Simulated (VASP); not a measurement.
# TaGe3W2 (P-4m2) in VASP: further runs

Runs on TaGe3W2. Level: PBE. Tasks: single point, relaxation of cell and atoms.

Program: VASP 6.6.1. These are calculated values, not measurements. Logs are shortened: lines on timing, memory, paths and dates and some standing lists are left out, and cuts for length are marked.

### 1 The cell of the first run

It takes space group P-4m2 (No. 115, tetragonal). The conventional cell has a = 3.714 Å, b = 3.714 Å, c = 7.564 Å, α = 90.00°, β = 90.00°, γ = 90.00°. Within 3.5 Å of Ta (site symmetry -4m2) lie 8 Ge at 2.63 to 3.40 Å and 4 W at 2.73 Å. Ge (site symmetry -4m2) has 4 Ta at 2.63 Å and 4 W at 2.73 Å and 4 Ge at 3.40 Å within 3.5 Å. Within 3.8 Å of Ge (site symmetry 2mm) lie 5 W at 2.71 to 2.76 Å and 10 Ge at 3.22 to 3.71 Å and 2 Ta at 3.40 Å. W (site symmetry 2mm) has 7 Ge at 2.71 to 2.76 Å and 2 Ta at 2.73 Å and 4 W at 3.71 Å within 3.8 Å.

The cell was generated, and may not be a known phase.

### 2 Single point, PBE

Input file INCAR:

```
  PREC = Accurate
  ENCUT = 520
  EDIFF = 1E-7
  ISMEAR = 0
  SIGMA = 0.1
  LREAL = False
  LASPH = True
  NELM = 100
  ALGO = Normal
  ISIF = 2
  LWAVE = False
  LCHARG = False
  GGA = PE
  NBANDS = 50
```

Input file KPOINTS:

```
regular mesh
0
Gamma
  4 4 4
```

Input file POSCAR:

```
TaGe3W2
1.0
    3.7142205409      0.0000000000      0.0000000000
    0.0000000000      3.7142205409      0.0000000000
    0.0000000000      0.0000000000      7.5638515611
Ta Ge W
1 3 2
Direct
    0.5000000000      0.5000000000      0.0000000000
    0.0000000000      0.0000000000      0.0000000000
    0.5000000000      0.0000000000      0.6227093266
    0.0000000000      0.5000000000      0.3772906734
    0.5000000000      0.0000000000      0.2644552429
    0.0000000000      0.5000000000      0.7355447571
```

Potentials or basis: VASP PAW PBE potentials, release 64 (Ta_pv, Ge_d, W_sv).

Launch:

```console
$ cat potpaw_PBE.64/Ta_pv/POTCAR potpaw_PBE.64/Ge_d/POTCAR potpaw_PBE.64/W_sv/POTCAR > POTCAR
$ mpirun -np 1 vasp_std > vasp.out
```

OUTCAR:

```text
PREC = Accurate
   ENCUT = 520
   EDIFF = 1E-7
   ISMEAR = 0
   LREAL = False
   LASPH = True
   NELM = 100
   ISIF = 2
   GGA = PE

 ion  position               nearest neighbor table
   1  0.500  0.500  0.000-   2 2.63   2 2.63   2 2.63   2 2.63   5 2.73   6 2.73   6 2.73   5 2.73

   2  0.000  0.000  0.000-   1 2.63   1 2.63   1 2.63   1 2.63   6 2.73   6 2.73   5 2.73   5 2.73

   3  0.500  0.000  0.623-   5 2.71   6 2.76   6 2.76   6 2.76   6 2.76
   4  0.000  0.500  0.377-   6 2.71   5 2.76   5 2.76   5 2.76   5 2.76
   5  0.500  0.000  0.264-   3 2.71   2 2.73   1 2.73   1 2.73   2 2.73   4 2.76   4 2.76   4 2.76
                             4 2.76
   6  0.000  0.500  0.736-   4 2.71   2 2.73   1 2.73   2 2.73   1 2.73   3 2.76   3 2.76   3 2.76
                             3 2.76

  LATTYP: Found a simple tetragonal cell.
 ALAT       =     3.7142205409
 C/A-ratio  =     2.0364573072

  Lattice vectors:

 A1 = (   3.7142205409,   0.0000000000,   0.0000000000)
 A2 = (   0.0000000000,   3.7142205409,   0.0000000000)
 A3 = (   0.0000000000,   0.0000000000,   7.5638515611)

Analysis of symmetry for initial positions (statically):
=====================================================================
 Subroutine PRICEL returns:
 Original cell was already a primitive cell.

 Routine SETGRP: Setting up the symmetry group for a
 simple tetragonal supercell.

 Subroutine GETGRP returns: Found  8 space group operations
 (whereof  8 operations were pure point group operations)
 out of a pool of 16 trial point group operations.

The static configuration has the point symmetry D_2d.

Analysis of symmetry for dynamics (positions and initial velocities):
=====================================================================
 Subroutine PRICEL returns:
 Original cell was already a primitive cell.

 Routine SETGRP: Setting up the symmetry group for a
 simple tetragonal supercell.

 Subroutine GETGRP returns: Found  8 space group operations
 (whereof  8 operations were pure point group operations)
 out of a pool of 16 trial point group operations.

The dynamic configuration has the point symmetry D_2d.

 Subroutine INISYM returns: Found  8 space group operations
 (whereof  8 operations are pure point group operations),
 and found     1 'primitive' translations

----------------------------------------------------------------------------------------

                                     Primitive cell

[... 93 lines left out ...]
   EDIFFG = 0.1E-05   stopping-criterion for IOM
   NSW    =      0    number of steps for IOM
   IBRION =     -1    ionic relax: 0-MD 1-quasi-New 2-CG
   NFREE  =      0    steps in history (QN), initial steepest desc. (CG)
   ISIF   =      2    stress and relaxation
   ISYM   =      2    0-nonsym 1-usesym 2-fastsym
   POTIM  = 0.5000    time-step for ionic-motion
   TEBEG  =    0.0;   TEEND  =   0.0 temperature during run
   PSTRESS=    0.0 pullay stress
   NELECT =      81.0000    total number of electrons
   NUPDOWN=      -1.0000    fix difference up-down
   EMIN   =  10.00;   EMAX   =-10.00  energy-range for DOS
   EFERMI =   0.00;   METHOD = LEGACY
   ISMEAR =     0;   SIGMA  =   0.10  broadening in eV -4-tet -1-fermi 0-gaus
   EFERMI_NEDOS =   21; number of points for ismear=-14 and -15
   IALGO  =     38    algorithm
   IMIX   =      4    mixing-type and parameters
     AMIX     =   0.40;   BMIX     =  1.00
     AMIX_MAG =   1.60;   BMIX_MAG =  1.00
  volume/ion in A,a.u.               =      17.39       117.36
  Fermi-wavevector in a.u.,A,eV,Ry     =   1.504563  2.843212 30.799642  2.263710
  Thomas-Fermi vector in A             =   2.615526
   LORBIT       =      0    0 simple, 1 ext, 2 COOP (PROOUT), +10 PAW based schemes
   GGA     = PE    functional components
   LHFCALC =     F    Hartree Fock is set to
   AEXX    =    0.0000 exact exchange contribution
   IVDW    =     0    specifies the selected vdW correction
   LEPSILON=     F    determine dielectric tensor
   LRPA    =     F    only Hartree local field effects (RPA)
 non-spin polarized calculation
 Gauss-broadening in eV      SIGMA  =   0.10
  energy-cutoff  :      520.00
  volume of cell :      104.35
 maximum number of plane-waves:      2832
 NGX is ok and might be reduce to    28
   NGX = 13   NGY = 13   NGZ = 29

 number of electron      80.9999971 magnetization

 Free energy of the ion-electron system (eV)
  ---------------------------------------------------
  ext. energy  EPLUGINS =         0.00000000
  ---------------------------------------------------
  free energy    TOTEN  =       -49.31445128 eV

  energy without entropy =      -49.30082878  energy(sigma->0) =      -49.30764003

 E-fermi :   8.1748     XC(G=0): -12.2957

 val. band max:        8.1296505476   @ k =   0.2500   0.2500   0.5000
 cond. band min:       8.2067575664   @ k =   0.5000   0.2500   0.2500
 fundamental gap:      0.0771070189
 Fermi energy:         8.1748050246

 k-point     1 :       0.0000    0.0000    0.0000
  band No.  band energies     occupation
      1     -65.9421      2.00000
      2     -65.9420      2.00000
      3     -30.2713      2.00000
      4     -30.2713      2.00000
      5     -30.1647      2.00000
      6     -30.1444      2.00000
[... 943 lines left out ...]
     49      10.5771      0.00000
     50      12.0945      0.00000

------------------------ aborting loop because EDIFF is reached ----------------------------------------

  FORCE on cell =-STRESS in cart. coord.  units (eV):
  Direction    XX          YY          ZZ          XY          YZ          ZX
  --------------------------------------------------------------------------------------
  -------------------------------------------------------------------------------------
  Total       -0.0559872     -0.0559872     -0.0714694      0.0000000      0.0000000      0.0000000
  in kB       -0.8596482     -0.8596482     -1.0973684      0.0000000      0.0000000      0.0000000
  external PRESSURE =      -0.9388882 kB  Pullay stress =       0.0000000 kB

 VOLUME and BASIS-vectors are now :
 -----------------------------------------------------------------------------
  energy-cutoff  :      520.00
  volume of cell :      104.35
      direct lattice vectors                 reciprocal lattice vectors
     3.714220541  0.000000000  0.000000000     0.269235493  0.000000000  0.000000000
     0.000000000  3.714220541  0.000000000     0.000000000  0.269235493  0.000000000
     0.000000000  0.000000000  7.563851561     0.000000000  0.000000000  0.132207777

 POSITION                                       TOTAL-FORCE (eV/Angst)
 -----------------------------------------------------------------------------------
      1.85711      1.85711      0.00000         0.000000      0.000000      0.000000
      0.00000      0.00000      0.00000        -0.000000     -0.000000      0.000000
      1.85711      0.00000      4.71008         0.000000     -0.000000      0.005108
      0.00000      1.85711      2.85377         0.000000     -0.000000     -0.005108
      1.85711      0.00000      2.00030        -0.000000     -0.000000      0.029149
      0.00000      1.85711      5.56355         0.000000     -0.000000     -0.029149
 -----------------------------------------------------------------------------------
    total drift:                               -0.000000      0.000000      0.000000

  FREE ENERGIE OF THE ION-ELECTRON SYSTEM (eV)
  ---------------------------------------------------
  free  energy   TOTEN  =       -49.3144512759 eV

  energy  without entropy=      -49.3008287765  energy(sigma->0) =      -49.30764003
```

Wall time 65 s (1 thread of Intel Xeon Platinum 8488C (Sapphire Rapids), shared host); peak memory 0.24 GiB.

Results:

```
Free energy            : -49.3145 eV
Pressure               : -0.1 GPa
Largest force          : 0.029 eV/Å
Band gap on the k mesh : zero (an odd number of electrons rules out a gap without spin polarisation)
```

Forces in eV/Å, atoms in the order of the input:
```
Ta   0.000  0.000  0.000
Ge   0.000  0.000  0.000
Ge   0.000  0.000  0.005
Ge   0.000  0.000 -0.005
W    0.000  0.000  0.029
W    0.000  0.000 -0.029
```

Caveat: the k points lie up to 0.42 Å⁻¹ apart, too coarse for converged energies and pressures of a metal; spin-orbit coupling is left out, which moves the levels of the heavy elements; an odd number of electrons without spin polarisation forces a metal; a magnetic or distorted state may lie lower.

[end of part 1 of 3]

The gap in the log of VASP goes by the Fermi energy; the results here count the filled bands.